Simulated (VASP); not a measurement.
# Al2Cu in VASP: a series of runs, part 2 of 2

VASP 6.6.1. Earlier steps stand in the parts before.

## Step 5: Single point, PBEsol (shear of c along a, cell held: +3.0 %, then relaxed in part)

File INCAR:

```
SYSTEM = Al2Cu
PREC = Accurate ; ENCUT = 520
EDIFF = 1E-6 ; ISMEAR = 0
SIGMA = 0.1 ; LREAL = .False.
LASPH = .True. ; NELM = 80
ALGO = Fast ; ISIF = 2
LWAVE = .False. ; LCHARG = .True.
GGA = PS ; LELF = .True.
LVHAR = .True. ; NBANDS = 46
```

File KPOINTS:

```
regular mesh
0
Gamma
  6 6 8
  0 0 0
```

File POSCAR:

```
Al2Cu
1.0
    5.9923500396      0.0000000000      0.0000000000
    0.0000000000      5.9923500396      0.0000000000
    0.1448610469      0.0000000000      4.8287015634
Al Cu
8 4
Direct
    0.1589259291      0.3409973574      0.0028365797
    0.1589259291      0.6590026426      0.5028365797
    0.8410740709      0.3409973574      0.4971634203
    0.8410740709      0.6590026426     -0.0028365797
    0.6589259291      0.8409973574      0.5028365797
    0.6589259291      0.1590026426      0.0028365797
    0.3410740709      0.8409973574     -0.0028365797
    0.3410740709      0.1590026426      0.4971634203
    0.0000000000      0.0012138920      0.7500000000
    0.0000000000     -0.0012138920      0.2500000000
    0.5000000000      0.5012138920      0.2500000000
    0.5000000000      0.4987861080      0.7500000000
```

Potentials or basis: VASP PAW PBE potentials, release 64 (Al, Cu).

Launch:

```bash
> cat potpaw_PBE.64/Al/POTCAR potpaw_PBE.64/Cu/POTCAR > POTCAR
> mpirun -np 1 vasp_std > vasp.out
```

OUTCAR:

```text
SYSTEM = Al2Cu
   PREC = Accurate
   ENCUT = 520
   EDIFF = 1E-6
   ISMEAR = 0
   LREAL = .False.
   LASPH = .True.
   NELM = 80
   ISIF = 2
   GGA = PS

 ion  position               nearest neighbor table
   1  0.159  0.341  0.003-  12 2.53  10 2.54   9 2.57  11 2.58   4 2.69   8 2.86   8 2.87   3 3.01
                             2 3.08   2 3.08   3 3.14   6 3.19   6 3.19   7 3.19   7 3.19
   2  0.159  0.659  0.503-  11 2.53   9 2.54  10 2.57  12 2.58   3 2.69   7 2.86   7 2.87   4 3.01
                             1 3.08   1 3.08   4 3.14   5 3.19   5 3.19   8 3.19   8 3.19
   3  0.841  0.341  0.497-  12 2.53  10 2.54   9 2.57  11 2.58   2 2.69   6 2.86   6 2.87   1 3.01
                             4 3.08   4 3.08   1 3.14   8 3.19   8 3.19   5 3.19   5 3.19
   4  0.841  0.659  0.997-  11 2.53   9 2.54  10 2.57  12 2.58   1 2.69   5 2.86   5 2.87   2 3.01
                             3 3.08   3 3.08   2 3.14   7 3.19   7 3.19   6 3.19   6 3.19
   5  0.659  0.841  0.503-  10 2.53  12 2.54  11 2.57   9 2.58   8 2.69   4 2.86   4 2.87   7 3.01
                             6 3.08   6 3.08   7 3.14   2 3.19   2 3.19   3 3.19   3 3.19
   6  0.659  0.159  0.003-   9 2.53  11 2.54  12 2.57  10 2.58   7 2.69   3 2.86   3 2.87   8 3.01
                             5 3.08   5 3.08   8 3.14   1 3.19   1 3.19   4 3.19   4 3.19
   7  0.341  0.841  0.997-  10 2.53  12 2.54  11 2.57   9 2.58   6 2.69   2 2.86   2 2.87   5 3.01
                             8 3.08   8 3.08   5 3.14   4 3.19   4 3.19   1 3.19   1 3.19
   8  0.341  0.159  0.497-   9 2.53  11 2.54  12 2.57  10 2.58   5 2.69   1 2.86   1 2.87   6 3.01
                             7 3.08   7 3.08   6 3.14   3 3.19   3 3.19   2 3.19   2 3.19
   9  0.000  0.001  0.750-  10 2.42  10 2.42   6 2.53   8 2.53   2 2.54   4 2.54   3 2.57   1 2.57
                             7 2.58   5 2.58
  10  0.000  0.999  0.250-   9 2.42   9 2.42   5 2.53   7 2.53   1 2.54   3 2.54   2 2.57   4 2.57
                             6 2.58   8 2.58
  11  0.500  0.501  0.250-  12 2.42  12 2.42   2 2.53   4 2.53   6 2.54   8 2.54   7 2.57   5 2.57
                             3 2.58   1 2.58
  12  0.500  0.499  0.750-  11 2.42  11 2.42   1 2.53   3 2.53   5 2.54   7 2.54   6 2.57   8 2.57
                             2 2.58   4 2.58

  LATTYP: Found a simple monoclinic cell.
 ALAT       =     4.8308739904
 B/A-ratio  =     1.2404277262
 C/A-ratio  =     1.2404277262
 COS(beta)  =    -0.0299865091

  Lattice vectors:

 A1 = (   0.1448610469,   0.0000000000,   4.8287015634)
 A2 = (   0.0000000000,   5.9923500396,   0.0000000000)
 A3 = (  -5.9923500396,   0.0000000000,   0.0000000000)

Analysis of symmetry for initial positions (statically):
=====================================================================
 Subroutine PRICEL returns following result:

  LATTYP: Found a base centered monoclinic cell.
 ALAT       =     7.5835009269
 B/A-ratio  =     0.7901825420
 C/A-ratio  =     0.6370242500
 COS(beta)  =    -0.6133294340

  Lattice vectors:

 A1 = (   2.9237444963,  -2.9961750198,  -2.4143507817)
 A2 = (   2.9237444963,   2.9961750198,  -2.4143507817)
 A3 = (   0.1448610469,   0.0000000000,   4.8287015634)

   2 primitive cells build up your supercell.

 Routine SETGRP: Setting up the symmetry group for a
 simple monoclinic supercell.

 Subroutine GETGRP returns: Found  4 space group operations
 (whereof  2 operations were pure point group operations)
 out of a pool of  4 trial point group operations.

The static configuration has the point symmetry S_2 .
 The point group associated with its full space group is C_2h.

Analysis of symmetry for dynamics (positions and initial velocities):
[... 122 lines left out ...]
   NGXF,Y,Z  is equivalent  to a cutoff of  26.63, 26.63, 24.78 a.u.
 SYSTEM =  Al2Cu
   PREC   = accura    normal or accurate (medium, high low for compatibility)
   ISTART =      0    job   : 0-new  1-cont  2-samecut
   ICHARG =      2    charge: 1-file 2-atom 10-const
   ISPIN  =      1    spin polarized calculation?
   LNONCOLLINEAR =      F non collinear calculations
   LSORBIT =      F    spin-orbit coupling
   LASPH  =      T    aspherical Exc in radial PAW
   ENCUT  =  520.0 eV  38.22 Ry    6.18 a.u.  11.14 11.14  8.98*2*pi/ulx,y,z
   NELM   =     80;   NELMIN=  2; NELMDL= -5     # of ELM steps
   EDIFF  = 0.1E-05   stopping-criterion for ELM
   LREAL  =      F    real-space projection
   EDIFFG = 0.1E-04   stopping-criterion for IOM
   NSW    =      0    number of steps for IOM
   IBRION =     -1    ionic relax: 0-MD 1-quasi-New 2-CG
   NFREE  =      0    steps in history (QN), initial steepest desc. (CG)
   ISIF   =      2    stress and relaxation
   ISYM   =      2    0-nonsym 1-usesym 2-fastsym
   POTIM  = 0.5000    time-step for ionic-motion
   TEBEG  =    0.0;   TEEND  =   0.0 temperature during run
   PSTRESS=    0.0 pullay stress
   NELECT =      68.0000    total number of electrons
   NUPDOWN=      -1.0000    fix difference up-down
   EMIN   =  10.00;   EMAX   =-10.00  energy-range for DOS
   EFERMI =   0.00;   METHOD = LEGACY
   ISMEAR =     0;   SIGMA  =   0.10  broadening in eV -4-tet -1-fermi 0-gaus
   EFERMI_NEDOS =   21; number of points for ismear=-14 and -15
   IALGO  =     68    algorithm
   IMIX   =      4    mixing-type and parameters
     AMIX     =   0.40;   BMIX     =  1.00
     AMIX_MAG =   1.60;   BMIX_MAG =  1.00
  volume/ion in A,a.u.               =      14.45        97.51
  Fermi-wavevector in a.u.,A,eV,Ry     =   1.198311  2.264480 19.537277  1.435949
  Thomas-Fermi vector in A             =   2.334203
   LORBIT       =      0    0 simple, 1 ext, 2 COOP (PROOUT), +10 PAW based schemes
   GGA     = PS    functional components
   LHFCALC =     F    Hartree Fock is set to
   AEXX    =    0.0000 exact exchange contribution
   IVDW    =     0    specifies the selected vdW correction
   LEPSILON=     F    determine dielectric tensor
   LRPA    =     F    only Hartree local field effects (RPA)
 non-spin polarized calculation
 RMM-DIIS sequential band-by-band and
 Gauss-broadening in eV      SIGMA  =   0.10
  energy-cutoff  :      520.00
  volume of cell :      173.39
 maximum number of plane-waves:      4700
 NGX is ok and might be reduce to    48
   NGX = 23   NGY = 23   NGZ = 17

 number of electron      68.0000050 magnetization

 Free energy of the ion-electron system (eV)
  ---------------------------------------------------
  ext. energy  EPLUGINS =         0.00000000
  ---------------------------------------------------
  free energy    TOTEN  =       -52.00568345 eV

  energy without entropy =      -51.98544351  energy(sigma->0) =      -51.99556348

 E-fermi :   8.2575     XC(G=0): -11.0788

 val. band max:        8.2551042760   @ k =   0.0000   0.1667   0.1250
 cond. band min:       8.2578373789   @ k =   0.0000   0.1667   0.2500
 fundamental gap:      0.0027331029
 Fermi energy:         8.2575212101

 k-point     1 :       0.0000    0.0000    0.0000
  band No.  band energies     occupation
      1      -2.7407      2.00000
      2       1.1082      2.00000
      3       1.1517      2.00000
      4       1.3136      2.00000
      5       1.3216      2.00000
      6       2.7619      2.00000
[... 1165 lines left out ...]
     45      12.1744      0.00000
     46      13.2667      0.00000

 [... further k-points ...]

------------------------ aborting loop because EDIFF is reached ----------------------------------------

  FORCE on cell =-STRESS in cart. coord.  units (eV):
  Direction    XX          YY          ZZ          XY          YZ          ZX
  --------------------------------------------------------------------------------------
  -------------------------------------------------------------------------------------
  Total        0.8103675      0.6905823     -0.3522301      0.0000000      0.0000000     -1.6152220
  in kB        7.4880353      6.3811843     -3.2547100      0.0000000      0.0000000    -14.9251291
  external PRESSURE =       3.5381698 kB  Pullay stress =       0.0000000 kB

 VOLUME and BASIS-vectors are now :
 -----------------------------------------------------------------------------
  energy-cutoff  :      520.00
  volume of cell :      173.39
      direct lattice vectors                 reciprocal lattice vectors
     5.992350040  0.000000000  0.000000000     0.166879437  0.000000000 -0.005006383
     0.000000000  5.992350040  0.000000000     0.000000000  0.166879437  0.000000000
     0.144861047  0.000000000  4.828701563     0.000000000  0.000000000  0.207095010

 POSITION                                       TOTAL-FORCE (eV/Angst)
 -----------------------------------------------------------------------------------
      0.95275      2.04338      0.01370        -0.001788      0.002066      0.007343
      1.02518      3.94897      2.42805        -0.001788     -0.002066      0.007343
      5.11203      2.04338      2.40065         0.001788      0.002066     -0.007343
      5.18446      3.94897      4.81500         0.001788     -0.002066     -0.007343
      4.02136      5.03955      2.42805        -0.001788      0.002066      0.007343
      3.94893      0.95280      0.01370        -0.001788     -0.002066      0.007343
      2.18829      5.03955      4.81500         0.001788      0.002066     -0.007343
      2.11585      0.95280      2.40065         0.001788     -0.002066     -0.007343
      0.10865      0.00727      3.62153        -0.000000      0.007004     -0.000000
      0.03622      5.98508      1.20718        -0.000000     -0.007004     -0.000000
      3.03239      3.00345      1.20718        -0.000000      0.007004     -0.000000
      3.10482      2.98890      3.62153        -0.000000     -0.007004     -0.000000
 -----------------------------------------------------------------------------------
    total drift:                                0.000000     -0.000000     -0.000000

  FREE ENERGIE OF THE ION-ELECTRON SYSTEM (eV)
  ---------------------------------------------------
  free  energy   TOTEN  =       -52.0056834497 eV

  energy  without entropy=      -51.9854435144  energy(sigma->0) =      -51.99556348
```

Run time: 14 min. Hardware: 1 thread of Intel Xeon Platinum 8488C (Sapphire Rapids), shared host; peak memory 0.69 GiB.

Results:

```yaml
Free_energy: -52.0057 eV
Pressure: 0.4 GPa
Largest_force: 0.008 eV/Å
Band_gap_on_the_k_mesh: zero (bands 34 and 35 overlap by 1.77 eV)
```

Forces in eV/Å, atoms in the order of the input:
```
Al  -0.002  0.002  0.007
Al  -0.002 -0.002  0.007
Al   0.002  0.002 -0.007
Al   0.002 -0.002 -0.007
Al  -0.002  0.002  0.007
Al  -0.002 -0.002  0.007
Al   0.002  0.002 -0.007
Al   0.002 -0.002 -0.007
Cu   0.000  0.007  0.000
Cu   0.000 -0.007  0.000
Cu   0.000  0.007  0.000
Cu   0.000 -0.007  0.000
```

Levels at points of the mesh, in eV from the Fermi level:
| k point | band 32 | band 33 | band 34 | band 35 | band 36 | band 37 |
| --- | --- | --- | --- | --- | --- | --- |
| (0.00, 0.00, 0.00) | -1.29 | -1.24 | -0.84 | -0.23 | 0.01 | 1.34 |
| (0.50, 0.00, 0.00) | -1.42 | -0.05 | -0.05 | 0.36 | 0.36 | 1.50 |
| (0.00, 0.50, 0.00) | -1.42 | -0.17 | -0.17 | 0.52 | 0.52 | 1.38 |
| (0.50, 0.50, 0.00) | -1.35 | -0.98 | -0.98 | -0.68 | -0.68 | 0.80 |
| (0.00, 0.00, 0.50) | -0.94 | -0.82 | -0.82 | -0.67 | -0.67 | 0.23 |
| (0.50, 0.00, 0.50) | -2.65 | 0.02 | 0.02 | 0.39 | 0.39 | 3.88 |
| (0.00, 0.50, 0.50) | -2.66 | 0.18 | 0.18 | 0.22 | 0.22 | 4.01 |
| (0.50, 0.50, 0.50) | 0.38 | 0.70 | 0.70 | 0.70 | 0.70 | 1.86 |

Caveat: the cell differs from its parent crystal (shear of c along a, cell held: +3.0 %, then relaxed in part); the PAW data sets were made with another functional, which shifts forces and pressure a little.

## Step 6: The runs side by side

| cell | further INCAR settings | gap on the mesh (eV) | pressure (GPa) | largest force (eV/Å) |
| --- | --- | --- | --- | --- |
| a = 5.992, b = 5.992, c = 4.829 Å, 12 atoms, atomic positions A | ALGO = Fast; EDIFF = 1e-06; NBANDS = 46 | none | 0.2 | 0.03 |
| a = 5.977, b = 5.977, c = 4.877 Å, 12 atoms, atomic positions A | ALGO = Fast; EDIFF = 1e-07; NBANDS = 46 | none | -0.3 | 0.01 |
| a = 5.983, b = 5.983, c = 4.877 Å, 12 atoms, atomic positions B | ALGO = Fast; EDIFF = 1e-06; NBANDS = 46 | none | -0.2 | 0.01 |
| a = 5.992, b = 5.992, c = 4.831 Å, angles 90.0, 88.3, 90.0°, 12 atoms, atomic positions C | ALGO = Fast; EDIFF = 1e-06; NBANDS = 46 | none | 0.4 | 0.01 |

Alike in all rows: task single point; level PBEsol; potentials or basis VASP PAW PBE potentials, release 64 (Al, Cu); no spin polarisation; k mesh 6 × 6 × 8; cutoff (eV) 520; smearing gaussian 0.1 eV.

Caveats: the PAW data sets were made with another functional, which shifts forces and pressure a little.

Absolute energies hang on the potentials; compare differences alone.

The gap in the log of VASP goes by the Fermi energy; the results here count the filled bands.